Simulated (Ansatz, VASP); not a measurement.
One calculation of NaI, two programs

```
Na I
1.0
     0.00000    3.20026    3.20026
     3.20026    0.00000    3.20026
     3.20026    3.20026    0.00000
Na I
1 1
Direct
  0.00000 0.00000 0.00000
  0.50000 0.50000 0.50000
```

Alike in both runs: functional PBEsol; k mesh 12 × 12 × 12; occupations fermi-dirac, width 0.05 eV; no spin polarisation.

Ansatz relaxed the structure, and its values are those at the end. VASP's run is a single point on that final structure, the one shown.

|  | VASP | Ansatz |
| --- | --- | --- |
| version | VASP 6.6.1 | Ansatz 0.2.0 |
| potentials or method | VASP PAW PBE potentials, release 64 (Na_pv, I) | PAW with Ansatz's default frozen-core files, scalar-relativistic |
| plane-wave cutoff (eV) | 520 | 420 |
| valence electrons in the cell | 14 | 26 |

```csv
,VASP,Ansatz,Ansatz less VASP
pressure (GPa),0.1,0.0,-0.04
```

VASP's potentials were made for PBE, not for PBEsol. VASP's potentials hold 14 valence electrons a cell and Ansatz's 26, so a difference there can come from the potentials and not from the codes.

Neither program's run includes spin-orbit coupling.
